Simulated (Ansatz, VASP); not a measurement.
One calculation of GaCo, two programs

File INCAR:

```
SYSTEM = GaCo
PREC = Accurate
ENCUT = 520
EDIFF = 1E-6
ISMEAR = -1
SIGMA = 0.1
LREAL = .FALSE.
LASPH = .TRUE.
NELM = 100
ALGO = Normal
ISIF = 2
LWAVE = .FALSE.
LCHARG = .TRUE.
GGA = PS
LELF = .TRUE.
LVHAR = .TRUE.
NBANDS = 18
```

The input KPOINTS:

```
regular mesh
0
G
  12 12 12
  0 0 0
```

Contents of POSCAR:

```
GaCo
1.0
    2.8406841512      0.0000000000      0.0000000000
    0.0000000000      2.8406841512      0.0000000000
    0.0000000000      0.0000000000      2.8406841512
Ga Co
1 1
Direct
    0.5000000000      0.5000000000      0.5000000000
    0.0000000000      0.0000000000      0.0000000000
```

Input for Ansatz:

```yaml
crystal:
  lattice:
    - [2.84068415115, 0.0, 0.0]
    - [0.0, 2.84068415115, 0.0]
    - [0.0, 0.0, 2.84068415115]
  atoms:
    - { symbol: Ga, position: [0.5, 0.5, 0.5] }
    - { symbol: Co, position: [0.0, 0.0, 0.0] }
kpoints:
  mp_grid: { grid: [12, 12, 12] }
scf:
  occupations: { method: fermi_dirac, width: 0.1 }
hamiltonian:
  xc: pbesol
  pseudopotentials: { kind: paw }
output:
  forces: true
  stress: true
  eigenvalues: true
  eigenstates:
    nscf_kmesh: { grid: [20, 20, 20] }
    de_dk: true
    e_range: [-14, 14]
  optics:
    e_range: [0, 30]
    de: 0.2
    sigma: 0.2
    bands: { spectra_wanted_up_to: 30 }
    nscf_kmesh: { grid: [20, 20, 20] }
    drude_damping: 0.05
checkpoint:
  write: ck
  write_wavefunctions: false
```

Alike in both runs: task single point; functional PBEsol; k mesh 12 × 12 × 12; occupations fermi-dirac, width 0.1 eV; no spin polarisation.

|  | VASP | Ansatz |
| --- | --- | --- |
| version | VASP 6.6.1 | Ansatz 0.2.0 |
| potentials or method | VASP PAW PBE potentials, release 64 (Ga_d, Co) | PAW with Ansatz's default frozen-core files, scalar-relativistic |
| plane-wave cutoff (eV) | 520 | 420 |
| valence electrons in the cell | 22 | 30 |

```tsv
	VASP	Ansatz	Ansatz less VASP
pressure (GPa)	0.2	0.0	-0.20
```

VASP's potentials were made for PBE, not for PBEsol. VASP's potentials hold 22 valence electrons a cell and Ansatz's 30, so a difference there can come from the potentials and not from the codes. Ansatz's warnings: optics on partly filled bands.
